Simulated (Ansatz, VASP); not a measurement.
## One calculation of V, two programs

```
CELL_PARAMETERS angstrom
2.57630 0.00000 -0.33960
0.00000 4.23309 0.00000
-0.54390 0.00000 2.54101
ATOMIC_POSITIONS crystal
V 0.25002 0.75000 0.74999
V 0.74998 0.25000 0.25001
```

Alike in both runs: functional PBE; k mesh 16 × 10 × 16; occupations gaussian, width 0.1 eV; no spin polarisation.

Ansatz relaxed the structure, and its values are those at the end. VASP's run is a single point on that final structure, the one shown.

```csv
,VASP,Ansatz
version,VASP 6.6.1,Ansatz 0.2.0
potentials or method,"VASP PAW PBE potentials, release 64 (V_sv), cutoff 520 eV","scalar-relativistic, plane waves, PAW"
valence electrons in the cell,26,26
```

Ansatz gave:

```
gap on the k mesh at the Fermi level (eV) : none
pressure (GPa)                            : 0.0
```

**Question.** What did VASP give for the same quantities?

**Answer.** gap on the k mesh at the Fermi level (eV): none; pressure (GPa): 0.4.

A gap of «none» marks a metal or a gap that the smearing closes.
